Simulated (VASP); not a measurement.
# WSe2 in VASP: single point with PBE

Aim: the single point of WSe2 with PBE.

Everything below comes from runs of VASP 6.6.1. Logs are shortened: lines on timing, memory, paths and dates and some standing lists are left out, and cuts for length are marked.

## (1) The cell of the first run

The cell holds a slab with vacuum, 48 atoms: a = 13.272 Å, b = 13.272 Å, c = 16.985 Å, α = 78.74°, β = 84.39°, γ = 60.00°.

## (2) Single point, PBE

File INCAR:

```
SYSTEM = WSe2
PREC = Accurate
ENCUT = 520
EDIFF = 1E-7
ISMEAR = 0
SIGMA = 0.05
LREAL = Auto
LASPH = .True.
NELM = 100
ALGO = Normal
ISIF = 2
LWAVE = .False.
LCHARG = .False.
GGA = PE
NBANDS = 238
```

File KPOINTS:

```
Automatic mesh
0
Gamma
  1 1 1
  0 0 0
```

File POSCAR:

```
WSe2
1.0
   -6.6358750000     11.4936720000      0.0000010000
    6.6358760000     11.4936720000      0.0000020000
    1.6589690000      2.8734180000    -16.6581420000
W Se
16 32
Direct
    0.5000000000      0.0000000000      0.0000000000
    0.5000000000      0.2500000000      0.0000000000
    0.7500000000      0.0000000000      0.0000000000
    0.0000000000      0.0000000000      0.0000000000
    0.0000000000      0.2500000000      0.0000000000
    0.0000000000      0.5000000000      0.0000000000
    0.0000000000      0.7500000000      0.0000000000
    0.2500000000      0.0000000000      0.0000000000
    0.2500000000      0.2500000000      0.0000000000
    0.2500000000      0.5000000000      0.0000000000
    0.5000000000      0.5000000000      0.0000000000
    0.5000000000      0.7500000000      0.0000000000
    0.7500000000      0.2500000000      0.0000000000
    0.7500000000      0.5000000000      0.0000000000
    0.7500000000      0.7500000000      0.0000000000
    0.2500000000      0.7500000000      0.0000000000
    0.8333330000      0.1082800000      0.9002140000
    0.3333330000      0.1082800000      0.9002140000
    0.3333330000      0.3582800000      0.9002140000
    0.3333330000      0.6082800000      0.9002140000
    0.5833330000      0.1082800000      0.9002140000
    0.5833330000      0.3582800000      0.9002140000
    0.8333330000      0.3582800000      0.9002140000
    0.8333330000      0.6082800000      0.9002140000
    0.8333330000      0.8582800000      0.9002140000
    0.0833330000      0.1082800000      0.9002140000
    0.0833330000      0.3582800000      0.9002140000
    0.0833330000      0.6082800000      0.9002140000
    0.0833330000      0.8582800000      0.9002140000
    0.3333330000      0.8582800000      0.9002140000
    0.5833330000      0.6082800000      0.9002140000
    0.5833330000      0.8582800000      0.9002140000
    0.8333330000      0.0583870000      0.0997860000
    0.3333330000      0.0583870000      0.0997860000
    0.3333330000      0.3083870000      0.0997860000
    0.3333330000      0.5583870000      0.0997860000
    0.5833330000      0.0583870000      0.0997860000
    0.5833330000      0.3083870000      0.0997860000
    0.8333330000      0.3083870000      0.0997860000
    0.8333330000      0.5583870000      0.0997860000
    0.8333330000      0.8083870000      0.0997860000
    0.0833330000      0.0583870000      0.0997860000
    0.0833330000      0.3083870000      0.0997860000
    0.0833330000      0.5583870000      0.0997860000
    0.0833330000      0.8083870000      0.0997860000
    0.3333330000      0.8083870000      0.0997860000
    0.5833330000      0.5583870000      0.0997860000
    0.5833330000      0.8083870000      0.0997860000
```

Potentials or basis: VASP PAW PBE potentials, release 64 (W_sv, Se).

On the command line:

```sh
$ cat potpaw_PBE.64/W_sv/POTCAR potpaw_PBE.64/Se/POTCAR > POTCAR
$ mpirun -np 1 vasp_gam > vasp.out
```

OUTCAR:

```text
SYSTEM = WSe2
   PREC = Accurate
   ENCUT = 520
   EDIFF = 1E-7
   ISMEAR = 0
   LREAL = Auto
   LASPH = .True.
   NELM = 100
   ISIF = 2
   GGA = PE

 ion  position               nearest neighbor table
   1  0.500  0.000  0.000-  37 2.54  32 2.54  21 2.54  48 2.54  34 2.54  18 2.54   3 3.32   8 3.32
                             2 3.32  12 3.32   9 3.32  15 3.32
   2  0.500  0.250  0.000-  38 2.54  21 2.54  22 2.54  37 2.54  35 2.54  19 2.54   9 3.32  13 3.32
                            11 3.32   1 3.32   3 3.32  10 3.32
   3  0.750  0.000  0.000-  33 2.54  25 2.54  17 2.54  41 2.54  37 2.54  21 2.54   1 3.32   4 3.32
                            13 3.32  15 3.32   2 3.32   7 3.32
   4  0.000  0.000  0.000-  42 2.54  29 2.54  26 2.54  45 2.54  33 2.54  17 2.54   3 3.32   8 3.32
                             7 3.32   5 3.32  13 3.32  16 3.32
   5  0.000  0.250  0.000-  43 2.54  26 2.54  27 2.54  42 2.54  39 2.54  23 2.54   9 3.32  13 3.32
                             4 3.32   6 3.32   8 3.32  14 3.32
   6  0.000  0.500  0.000-  44 2.54  27 2.54  28 2.54  43 2.54  40 2.54  24 2.54  10 3.32  14 3.32
                             5 3.32   7 3.32   9 3.32  15 3.32
   7  0.000  0.750  0.000-  45 2.54  28 2.54  29 2.54  44 2.54  41 2.54  25 2.54  15 3.32  16 3.32
                             4 3.32   6 3.32   3 3.32  10 3.32
   8  0.250  0.000  0.000-  34 2.54  30 2.54  18 2.54  46 2.54  42 2.54  26 2.54   1 3.32   4 3.32
                             9 3.32  16 3.32  12 3.32   5 3.32
   9  0.250  0.250  0.000-  35 2.54  18 2.54  19 2.54  34 2.54  43 2.54  27 2.54   2 3.32   5 3.32
[... 45 lines left out ...]
  47  0.583  0.558  0.100-  11 2.54  12 2.54  14 2.54
  48  0.583  0.808  0.100-  12 2.54   1 2.54  15 2.54

  LATTYP: Found a base centered monoclinic cell.
 ALAT       =    13.2717499348
 B/A-ratio  =     1.7320508567
 C/A-ratio  =     1.2798130317
 COS(beta)  =    -0.1953408855

  Lattice vectors:

 A1 = (   6.6358750000, -11.4936720000,  -0.0000010000)
 A2 = ( -13.2717510000,   0.0000000000,  -0.0000010000)
 A3 = (   1.6589690000,   2.8734180000, -16.6581420000)

Analysis of symmetry for initial positions (statically):
=====================================================================
 Subroutine PRICEL returns following result:

  LATTYP: Found a hexagonal cell.
 ALAT       =     3.3179373587
 C/A-ratio  =     5.0206320069

  Lattice vectors:

 A1 = (   1.6589687500,  -2.8734180000,  -0.0000002500)
 A2 = (  -3.3179377500,   0.0000000000,  -0.0000002500)
 A3 = (   0.0000000000,   0.0000000000, -16.6581425000)

  16 primitive cells build up your supercell.

 Routine SETGRP: Setting up the symmetry group for a
 base centered monoclinic supercell.

 Subroutine GETGRP returns: Found  2 space group operations
 (whereof  2 operations were pure point group operations)
[... 116 lines left out ...]
   NELECT =     416.0000    total number of electrons
   NUPDOWN=      -1.0000    fix difference up-down
   EMIN   =  10.00;   EMAX   =-10.00  energy-range for DOS
   EFERMI =   0.00;   METHOD = LEGACY
   ISMEAR =     0;   SIGMA  =   0.05  broadening in eV -4-tet -1-fermi 0-gaus
   EFERMI_NEDOS =   21; number of points for ismear=-14 and -15
   IALGO  =     38    algorithm
   IMIX   =      4    mixing-type and parameters
     AMIX     =   0.40;   BMIX     =  1.00
     AMIX_MAG =   1.60;   BMIX_MAG =  1.00
  volume/ion in A,a.u.               =      52.94       357.25
  Fermi-wavevector in a.u.,A,eV,Ry     =   0.895574  1.692389 10.912587  0.802053
  Thomas-Fermi vector in A             =   2.017923
   LORBIT       =      0    0 simple, 1 ext, 2 COOP (PROOUT), +10 PAW based schemes
   GGA     = PE    functional components
   LHFCALC =     F    Hartree Fock is set to
   AEXX    =    0.0000 exact exchange contribution
   IVDW    =     0    specifies the selected vdW correction
   LEPSILON=     F    determine dielectric tensor
   LRPA    =     F    only Hartree local field effects (RPA)
 non-spin polarized calculation
 Gauss-broadening in eV      SIGMA  =   0.05
  energy-cutoff  :      520.00
  volume of cell :     2541.05
 maximum number of plane-waves:     34198
 NGX is ok and might be reduce to    98
   NGX = 49   NGY = 49   NGZ = 63

 number of electron     415.9999955 magnetization

 Free energy of the ion-electron system (eV)
  ---------------------------------------------------
  ext. energy  EPLUGINS =         0.00000000
  ---------------------------------------------------
  free energy    TOTEN  =      -346.70175748 eV

  energy without entropy =     -346.70175748  energy(sigma->0) =     -346.70175748

 E-fermi :  -0.6887     XC(G=0):  -4.7680

 val. band max:       -1.1254880238   @ k =   0.0000   0.0000   0.0000
 cond. band min:       1.1341136286   @ k =   0.0000   0.0000   0.0000
 fundamental gap:      2.2596016525
 Fermi energy:        -0.6886970575

 k-point     1 :       0.0000    0.0000    0.0000
  band No.  band energies     occupation
      1     -74.8959      2.00000
      2     -74.8913      2.00000
      3     -74.8913      2.00000
      4     -74.8913      2.00000
      5     -74.8913      2.00000
      6     -74.8913      2.00000
[... 212 lines left out ...]
    219       1.2251      0.00000
    220       1.2251      0.00000
 [bands above 220 left out]

------------------------ aborting loop because EDIFF is reached ----------------------------------------

  FORCE on cell =-STRESS in cart. coord.  units (eV):
  Direction    XX          YY          ZZ          XY          YZ          ZX
  --------------------------------------------------------------------------------------
  -------------------------------------------------------------------------------------
  Total        7.2297329      7.2641874     15.5989827      0.0298404     -0.0082531     -0.0047658
  in kB        4.5584714      4.5801956      9.8354279      0.0188149     -0.0052037     -0.0030049
  external PRESSURE =       6.3246983 kB  Pullay stress =       0.0000000 kB

 VOLUME and BASIS-vectors are now :
 -----------------------------------------------------------------------------
  energy-cutoff  :      520.00
  volume of cell :     2541.05
      direct lattice vectors                 reciprocal lattice vectors
    -6.635875000 11.493672000  0.000001000    -0.075348008  0.043502202  0.000000000
     6.635876000 11.493672000  0.000002000     0.075348007  0.043502193  0.015007676
     1.658969000  2.873418000-16.658142000     0.000000005  0.000000008 -0.060030703

 POSITION                                       TOTAL-FORCE (eV/Angst)
 -----------------------------------------------------------------------------------
     -3.31794      5.74684      0.00000        -0.005363      0.003096     -0.000000
     -1.65897      8.62025      0.00000        -0.005363      0.003096     -0.000000
     -4.97691      8.62025      0.00000        -0.005363      0.003096     -0.000000
      0.00000      0.00000      0.00000        -0.005363      0.003096     -0.000000
      1.65897      2.87342      0.00000        -0.005363      0.003096     -0.000000
      3.31794      5.74684      0.00000        -0.005363      0.003096     -0.000000
[... 40 lines left out ...]
      0.00000     13.40928     -1.66225         0.000746     -0.004901     -0.293872
      1.65897     16.28270     -1.66225         0.000746     -0.004901     -0.293872
 -----------------------------------------------------------------------------------
    total drift:                                0.246932     -0.142659      0.000000

  FREE ENERGIE OF THE ION-ELECTRON SYSTEM (eV)
  ---------------------------------------------------
  free  energy   TOTEN  =      -346.7017574761 eV

  energy  without entropy=     -346.7017574761  energy(sigma->0) =     -346.70175748
```

stdout:

```text
POSCAR found type information on POSCAR W Se
 POSCAR found :  2 types and      48 ions
 scaLAPACK will be used
 LDA part: xc-table for (Slater+PW92), standard interpolation
 POSCAR, INCAR and KPOINTS ok, starting setup
 FFT: planning ... GRIDC
 FFT: planning ... GRID_SOFT
 FFT: planning ... GRID
 WAVECAR not read
 entering main loop
```

It took 27 min on 1 thread of Intel Xeon 6975P-C, shared host; peak memory 1.9 GiB.

What came out:

| Item | Value |
| --- | --- |
| Free energy | -346.7018 eV |
| Largest force | 0.294 eV/Å |
| Band gap on the k mesh | 2.26 eV |

Forces in eV/Å, atoms in the order of the input:
```
W   -0.005  0.003  0.000
W   -0.005  0.003  0.000
W   -0.005  0.003  0.000
W   -0.005  0.003  0.000
W   -0.005  0.003  0.000
W   -0.005  0.003  0.000
W   -0.005  0.003  0.000
W   -0.005  0.003  0.000
W   -0.005  0.003  0.000
W   -0.005  0.003  0.000
W   -0.005  0.003  0.000
W   -0.005  0.003  0.000
W   -0.005  0.003  0.000
W   -0.005  0.003  0.000
W   -0.005  0.003  0.000
W   -0.005  0.003  0.000
Se   0.005  0.002  0.294
Se   0.005  0.002  0.294
Se   0.005  0.002  0.294
Se   0.005  0.002  0.294
Se   0.005  0.002  0.294
Se   0.005  0.002  0.294
Se   0.005  0.002  0.294
Se   0.005  0.002  0.294
Se   0.005  0.002  0.294
Se   0.005  0.002  0.294
Se   0.005  0.002  0.294
Se   0.005  0.002  0.294
Se   0.005  0.002  0.294
Se   0.005  0.002  0.294
Se   0.005  0.002  0.294
Se   0.005  0.002  0.294
Se   0.001 -0.005 -0.294
Se   0.001 -0.005 -0.294
Se   0.001 -0.005 -0.294
Se   0.001 -0.005 -0.294
Se   0.001 -0.005 -0.294
Se   0.001 -0.005 -0.294
Se   0.001 -0.005 -0.294
Se   0.001 -0.005 -0.294
Se   0.001 -0.005 -0.294
Se   0.001 -0.005 -0.294
Se   0.001 -0.005 -0.294
Se   0.001 -0.005 -0.294
Se   0.001 -0.005 -0.294
Se   0.001 -0.005 -0.294
Se   0.001 -0.005 -0.294
Se   0.001 -0.005 -0.294
```

Levels at points of the mesh, in eV from the valence-band top:
```csv
k point,band 205,band 206,band 207,band 208,band 209,band 210,band 211,band 212
"(0.00, 0.00, 0.00)",-0.24,-0.24,-0.24,0.00,2.26,2.26,2.26,2.26
```

Caveat: the k points lie up to 0.55 Å⁻¹ apart; spin-orbit coupling is left out, which moves the levels of the heavy elements.
